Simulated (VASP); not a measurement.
Wanted: the native input for a VASP 6.6.1 run.

| Property | Result |
| --- | --- |
| Task | relaxation of cell and atoms |
| Functional | r2SCAN |
| Potentials or basis | VASP PAW PBE potentials, release 64 (Gd) |
| Cutoff | 600 eV |
| k mesh | 9 × 9 × 9 |
| Occupations | methfessel-paxton, width 0.05 eV |
| Spin | collinear spin, ferromagnetic start |
| Starting moments | [7.0] μB |
| Dipole correction | no |
| Further INCAR settings | ALGO = Normal; EDIFF = 1e-06; IBRION = 2; EDIFFG = -0.03; NSW = 80; ISIF = 3 |

Crystal: Gd.

```
CELL_PARAMETERS angstrom
2.02500 2.02500 2.02500
-2.02500 2.02500 2.02500
-2.02500 -2.02500 2.02500
ATOMIC_POSITIONS crystal
Gd 0.00000 0.00000 0.00000
```

This isn't the form of Gd at room conditions, which is hcp.

The input as run:

POSCAR

```
Gd
1.0
    2.0250000000      2.0250000000      2.0250000000
   -2.0250000000      2.0250000000      2.0250000000
   -2.0250000000     -2.0250000000      2.0250000000
Gd
1
Direct
    0.0000000000      0.0000000000      0.0000000000
```

INCAR.step1

```
SYSTEM = Gd
PREC = Accurate
ENCUT = 600
ISMEAR = 1
SIGMA = 0.05
LREAL = .FALSE.
LASPH = .TRUE.
NELM = 150
ISPIN = 2
MAGMOM = 7
LMAXMIX = 6
GGA = PE
ALGO = Normal
EDIFF = 1E-4
LWAVE = .TRUE.
LCHARG = .FALSE.
```

INCAR.step2

```
SYSTEM = Gd
PREC = Accurate
ENCUT = 600
EDIFF = 1E-6
ISMEAR = 1
SIGMA = 0.05
LREAL = .FALSE.
LASPH = .TRUE.
NELM = 150
ALGO = Normal
ISIF = 3
LWAVE = .FALSE.
LCHARG = .FALSE.
ISPIN = 2
MAGMOM = 7
LORBIT = 11
LMAXMIX = 6
METAGGA = R2SCAN
LMIXTAU = .TRUE.
IBRION = 2
NSW = 80
EDIFFG = -0.03
ISTART = 1
```

KPOINTS

```
regular mesh
0
G
  9 9 9
  0 0 0
```

Potentials or basis: VASP PAW PBE potentials, release 64 (Gd).

The run is started by

```sh
$ cat potpaw_PBE.64/Gd/POTCAR > POTCAR
$ cp INCAR.step1 INCAR
$ mpirun -np 1 vasp_std > vasp.out
$ cp INCAR.step2 INCAR
$ mpirun -np 1 vasp_std > vasp.out
```

Results of the run:

- Relaxed volume: 33.59 Å³/atom
- Relaxed cell: a = 3.520 Å, b = 3.520 Å, c = 3.520 Å, α = 70.53°, β = 109.47°, γ = 70.53°
- Space group after relaxing (to 0.1 Å): Im-3m (No. 229)
- Energy gained by relaxing: 0.2 meV/atom
- Ionic steps: 2
- Pressure after relaxing: -0.1 GPa
- Net moment: 7.92 μB per cell
- Site moments: Gd +7.09 μB
- Valence electrons inside the program's atomic spheres: Gd 15.19

Caveat: the PAW data sets were made with another functional, which shifts forces and pressure a little; semilocal functionals describe open f shells poorly, which spoils levels, moments and volumes.

It took 4 min on 1 thread of Intel(R) Xeon(R) Platinum 8375C CPU @ 2.90GHz (Ice Lake) (shared host), peak memory 0.22 GiB.
